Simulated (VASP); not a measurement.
# AlN (P6_3/mmc) in VASP: notebook, part 2 of 2

VASP 6.6.1. Earlier steps stand in the parts before.

**3. Single point, LDA**

This run uses another cell than the first one, of 10.14 Å³/atom, 1.020 times its volume.

Contents of INCAR:

```
PREC = Accurate
ENCUT = 520
EDIFF = 1E-7
ISMEAR = 1
SIGMA = 0.05
LREAL = F
LASPH = T
NELM = 100
ALGO = Normal
ISIF = 2
LWAVE = F
LCHARG = F
GGA = CA
NBANDS = 16
```

Contents of KPOINTS:

```
regular mesh
0
Gamma
  12 12 6
```

Contents of POSCAR:

```
AlN
1.0
    3.3340511823      0.0000000000      0.0000000000
   -1.6670255911      2.8873724212      0.0000000000
    0.0000000000      0.0000000000      4.2152960135
Al N
2 2
Direct
    0.3333333333      0.6666666667      0.7500000000
    0.6666666667      0.3333333333      0.2500000000
    0.3333333333      0.6666666667      0.2500000000
    0.6666666667      0.3333333333      0.7500000000
```

Potentials or basis: VASP PAW LDA potentials, release 64 (Al, N).

The run is started by

```console
cat potpaw_LDA.64/Al/POTCAR potpaw_LDA.64/N/POTCAR > POTCAR
mpirun -np 1 vasp_std > vasp.out
```

Run time: 19 s. Hardware: 1 thread of Intel Xeon 6975P-C (Granite Rapids), shared host; peak memory 0.16 GiB.

The run converged. Its results:

```yaml
Free_energy: -32.3924 eV
Pressure: -11.9 GPa
Band_gap_on_the_k_mesh: 3.14 eV, direct
```

Stress tensor (GPa, compression positive):
```
-12.00   0.00   0.00
  0.00 -12.00   0.00
  0.00   0.00 -11.65
```

Levels at points of the mesh, in eV from the valence-band top:
```
           k point  band 4  band 5  band 6  band 7  band 8  band 9  band 10  band 11  band 12  band 13
(0.00, 0.00, 0.00)   -3.21   -3.21   -1.57   -1.57    0.00    3.14     4.09     7.94     7.94    10.87
(0.50, 0.00, 0.00)   -4.66   -4.42   -4.29   -2.84   -1.44    3.65     6.82     7.05     8.99     9.05
(0.00, 0.00, 0.50)   -3.66   -2.43   -2.43   -2.43   -2.43    5.45     5.45     8.15     8.15     8.15
(0.50, 0.00, 0.50)   -7.19   -3.20   -3.20   -1.70   -1.70    4.89     4.89     8.93     8.93    10.98
```

**4. Single point, LDA**

This run uses another cell than the first one, of 10.34 Å³/atom, 1.040 times its volume.

Contents of INCAR:

```
SYSTEM = AlN
PREC = Accurate
ENCUT = 520
EDIFF = 1E-6
ISMEAR = 1
SIGMA = 0.05
LREAL = .FALSE.
LASPH = .TRUE.
NELM = 80
ALGO = Normal
ISIF = 2
LWAVE = .FALSE.
LCHARG = .FALSE.
NBANDS = 16
```

Contents of KPOINTS:

```
regular mesh
0
G
  12 12 6
  0 0 0
```

Contents of POSCAR:

```
AlN
1.0
    3.3557014719      0.0000000000      0.0000000000
   -1.6778507360      2.9061221181      0.0000000000
    0.0000000000      0.0000000000      4.2426688325
Al N
2 2
Direct
    0.3333333333      0.6666666667      0.7500000000
    0.6666666667      0.3333333333      0.2500000000
    0.3333333333      0.6666666667      0.2500000000
    0.6666666667      0.3333333333      0.7500000000
```

The run is started by

```console
cat potpaw_LDA.64/Al/POTCAR potpaw_LDA.64/N/POTCAR > POTCAR
mpirun -np 1 vasp_std > vasp.out
```

Run time: 17 s. Hardware: 1 thread of Intel Xeon 6975P-C (Granite Rapids), shared host; peak memory 0.16 GiB.

It converged, with:

| Quantity | Value |
| --- | --- |
| Free energy | -32.3255 eV |
| Pressure | -15.3 GPa |
| Band gap on the k mesh | 2.99 eV, direct |

Stress tensor (GPa, compression positive):
```
-15.61   0.00   0.00
  0.00 -15.61   0.00
  0.00   0.00 -14.52
```

Levels at points of the mesh, in eV from the valence-band top:
```
           k point  band 5  band 6  band 7  band 8  band 9  band 10  band 11  band 12
(0.00, 0.00, 0.00)   -3.16   -1.53   -1.53    0.00    2.99     3.93     7.84     7.84
(0.50, 0.00, 0.00)   -4.35   -4.25   -2.78   -1.42    3.60     6.64     7.02     8.81
(0.00, 0.00, 0.50)   -2.38   -2.38   -2.38   -2.38    5.33     5.33     8.06     8.06
(0.50, 0.00, 0.50)   -3.15   -3.15   -1.66   -1.66    4.83     4.83     8.78     8.78
```

A k mesh can miss the band edges. As with any semilocal functional, this LDA gap is likely too small.

**5. Single point, LDA**

This run uses another cell than the first one, of 10.54 Å³/atom, 1.060 times its volume.

Contents of INCAR:

```
SYSTEM = AlN
ALGO = Normal ; EDIFF = 1E-6
ENCUT = 520 ; ISIF = 2
ISMEAR = 1 ; LASPH = .TRUE.
LCHARG = .FALSE. ; LREAL = .FALSE.
LWAVE = .FALSE. ; NBANDS = 16
NELM = 100 ; PREC = Accurate
SIGMA = 0.05
```

Contents of KPOINTS:

```
k-points
0
G
  12 12 6
  0 0 0
```

Contents of POSCAR:

```
AlN
1.0
    3.3770759429      0.0000000000      0.0000000000
   -1.6885379715      2.9246329491      0.0000000000
    0.0000000000      0.0000000000      4.2696929295
Al N
2 2
Direct
    0.3333333333      0.6666666667      0.7500000000
    0.6666666667      0.3333333333      0.2500000000
    0.3333333333      0.6666666667      0.2500000000
    0.6666666667      0.3333333333      0.7500000000
```

Potentials or basis: VASP PAW LDA potentials, release 64 (Al, N).

The run is started by

```console
cat potpaw_LDA.64/Al/POTCAR potpaw_LDA.64/N/POTCAR > POTCAR
mpirun -np 1 vasp_std > vasp.out
```

OUTCAR:

```text
SYSTEM = AlN
   EDIFF = 1E-6
   ENCUT = 520
   ISIF = 2
   ISMEAR = 1
   LASPH = .TRUE.
   LREAL = .FALSE.
   NELM = 100
   PREC = Accurate

 ion  position               nearest neighbor table
   1  0.333  0.667  0.750-   4 1.95   4 1.95   4 1.95   3 2.13   3 2.13   2 2.89   2 2.89   2 2.89
                             2 2.89   2 2.89   2 2.89
   2  0.667  0.333  0.250-   3 1.95   3 1.95   3 1.95   4 2.13   4 2.13   1 2.89   1 2.89   1 2.89
                             1 2.89   1 2.89   1 2.89
   3  0.333  0.667  0.250-   2 1.95   2 1.95   2 1.95   1 2.13   1 2.13
   4  0.667  0.333  0.750-   1 1.95   1 1.95   1 1.95   2 2.13   2 2.13

[... 661 lines left out ...]
  -------------------------------------------------------------------------------------
  Total       -4.9594319     -4.9594298     -4.4921169      0.0000000      0.0000000     -0.0000000
  in kB     -188.4228956   -188.4228172   -170.6682743      0.0000000      0.0000000     -0.0000000
  external PRESSURE =    -182.5046624 kB  Pullay stress =       0.0000000 kB

 VOLUME and BASIS-vectors are now :
 -----------------------------------------------------------------------------
  energy-cutoff  :      520.00
  volume of cell :       42.17
      direct lattice vectors                 reciprocal lattice vectors
     3.377075943  0.000000000  0.000000000     0.296114158  0.170961624  0.000000000
    -1.688537971  2.924632949  0.000000000     0.000000000  0.341923249  0.000000000
     0.000000000  0.000000000  4.269692929     0.000000000  0.000000000  0.234208880

 POSITION                                       TOTAL-FORCE (eV/Angst)
 -----------------------------------------------------------------------------------
     -0.00000      1.94976      3.20227         0.000000     -0.000000      0.000000
      1.68854      0.97488      1.06742         0.000000      0.000000      0.000000
     -0.00000      1.94976      1.06742        -0.000000      0.000000      0.000000
      1.68854      0.97488      3.20227        -0.000000     -0.000000      0.000000
 -----------------------------------------------------------------------------------
    total drift:                               -0.000000      0.000000      0.000000

  FREE ENERGIE OF THE ION-ELECTRON SYSTEM (eV)
  ---------------------------------------------------
  free  energy   TOTEN  =       -32.2428164141 eV

  energy  without entropy=      -32.2428197900  energy(sigma->0) =      -32.24281754
```

OSZICAR:

```text
N       E                     dE             d eps       ncg     rms          rms(c)
DAV:   1     0.372309760335E+02    0.37231E+02   -0.72900E+03  2432   0.895E+02
DAV:   2    -0.336364901041E+02   -0.70867E+02   -0.63885E+02  3528   0.174E+02
DAV:   3    -0.367978243589E+02   -0.31613E+01   -0.31499E+01  2960   0.376E+01
DAV:   4    -0.368147083551E+02   -0.16884E-01   -0.16882E-01  2944   0.328E+00
DAV:   5    -0.368148900236E+02   -0.18167E-03   -0.18167E-03  2904   0.332E-01    0.114E+01
DAV:   6    -0.323610399830E+02    0.44539E+01   -0.98365E+00  2680   0.226E+01    0.389E+00
DAV:   7    -0.323067391249E+02    0.54301E-01   -0.48390E-01  2944   0.456E+00    0.264E+00
DAV:   8    -0.322467951356E+02    0.59944E-01   -0.10511E-01  2616   0.263E+00    0.610E-01
DAV:   9    -0.322426887068E+02    0.41064E-02   -0.11127E-02  2984   0.786E-01    0.255E-01
DAV:  10    -0.322429041081E+02   -0.21540E-03   -0.84523E-04  2768   0.196E-01    0.181E-01
DAV:  11    -0.322428173683E+02    0.86740E-04   -0.12763E-04  2864   0.856E-02    0.339E-02
DAV:  12    -0.322428164141E+02    0.95421E-06   -0.21127E-06  2744   0.102E-02
   1 F= -.32242816E+02 E0= -.32242818E+02  d E =0.337592E-05
```

Run time: 16 s. Hardware: 1 thread of Intel Xeon 6975P-C (Granite Rapids), shared host; peak memory 0.16 GiB.

What came out:

| Item | Value |
| --- | --- |
| Free energy | -32.2428 eV |
| Pressure | -18.3 GPa |
| Band gap on the k mesh | 2.85 eV, direct |

Levels at points of the mesh, in eV from the valence-band top:
```tsv
k point	band 4	band 5	band 6	band 7	band 8	band 9	band 10	band 11	band 12	band 13
(0.00, 0.00, 0.00)	-3.11	-3.11	-1.50	-1.50	0.00	2.85	3.78	7.75	7.75	10.56
(0.50, 0.00, 0.00)	-4.49	-4.28	-4.22	-2.72	-1.40	3.55	6.47	6.99	8.63	9.00
(0.00, 0.00, 0.50)	-3.60	-2.34	-2.34	-2.34	-2.34	5.21	5.21	7.98	7.98	7.98
(0.50, 0.00, 0.50)	-6.99	-3.10	-3.10	-1.62	-1.62	4.76	4.76	8.64	8.64	10.52
```

A k mesh can miss the band edges.

**6. Overview**

| cell | gap on the mesh (eV) | pressure (GPa) |
| --- | --- | --- |
| a = 3.312, b = 3.312, c = 4.188 Å, angles 90.0, 90.0, 120.0°, 4 atoms | 3.28 | -8.2 |
| a = 3.334, b = 3.334, c = 4.215 Å, angles 90.0, 90.0, 120.0°, 4 atoms | 3.14 | -11.9 |
| a = 3.356, b = 3.356, c = 4.243 Å, angles 90.0, 90.0, 120.0°, 4 atoms | 2.99 | -15.3 |
| a = 3.377, b = 3.377, c = 4.270 Å, angles 90.0, 90.0, 120.0°, 4 atoms | 2.85 | -18.3 |

Alike in all rows: task single point; level LDA; potentials or basis VASP PAW LDA potentials, release 64 (Al, N); no spin polarisation; k mesh 12 × 12 × 6; cutoff (eV) 520; smearing methfessel-paxton 0.05 eV.

Total energies depend on the potentials used, so only differences within one code and one set of settings carry meaning.
